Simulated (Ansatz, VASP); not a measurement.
## One calculation of ZrHg3, two programs

```
CELL_PARAMETERS angstrom
4.30620 0.00000 0.00000
0.00000 4.30620 0.00000
0.00000 0.00000 4.30620
ATOMIC_POSITIONS crystal
Zr 0.00000 0.00000 0.00000
Hg 0.00000 0.50000 0.50000
Hg 0.50000 0.00000 0.50000
Hg 0.50000 0.50000 0.00000
```

Change from the starting cell: volume scaled by 0.96.

Alike in both runs: task single point; functional PBEsol; k mesh 8 × 8 × 8; occupations fermi-dirac, width 0.05 eV; no spin polarisation.

|  | VASP | Ansatz |
| --- | --- | --- |
| version | VASP 6.6.1 | Ansatz 0.2.0 |
| potentials or method | VASP PAW PBE potentials, release 64 (Zr_sv, Hg), cutoff 520 eV | all-electron LAPW, scalar-relativistic |

Ansatz gave:

```
pressure (GPa) : 4.4
```

Task: What did VASP give for the same quantities?

Result: Pressure (GPa): 5.0.

VASP's potentials were made for PBE, not for PBEsol. Ansatz ran all-electron here, and VASP with PAW potentials.

Spin-orbit coupling is off throughout.
